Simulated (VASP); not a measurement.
Crystal: PbS.

```
Pb S
1.0
     2.07995   -5.99130    0.00000
     2.07995    5.99130    0.00000
     0.00000    0.00000    4.27932
Pb S
2 2
Direct
  0.86944 0.13056 0.75000
  0.13056 0.86944 0.25000
  0.64520 0.35480 0.75000
  0.35480 0.64520 0.25000
```

Base run:

```yaml
Program: VASP 6.6.1
Functional: PBEsol
Potentials_or_basis: VASP PAW PBE potentials, release 64 (Pb_d, S)
Cutoff: 520 eV
k_mesh: 5 × 5 × 5
Occupations: fermi-dirac, width 0.02 eV
Spin: no spin polarisation
```

Its results: band gap on the k mesh 1.13 eV, indirect (least direct gap 1.20 eV); pressure -1.9 GPa; largest force 0.033 eV/Å.

Question: After a change of settings the same cell gave: band gap on the k mesh 1.13 eV, indirect (least direct gap 1.48 eV); pressure -0.5 GPa; largest force 0.860 eV/Å. Which change was it?
A. k mesh from 5 × 5 × 5 to 3 × 3 × 3
B. k mesh from 5 × 5 × 5 to 4 × 4 × 3; further incar settings from ALGO = Normal; EDIFF = 1e-06; NBANDS = 28 to ALGO = Normal; EDIFF = 1e-07; NBANDS = 28
C. k mesh from 5 × 5 × 5 to 2 × 2 × 2
D. k mesh from 5 × 5 × 5 to 4 × 4 × 4

Answer: C.

Caveats: some runs use coarse meshes; the PAW data sets were made with another functional, which shifts forces and pressure a little; spin-orbit coupling is left out, which moves the levels of the heavy elements.
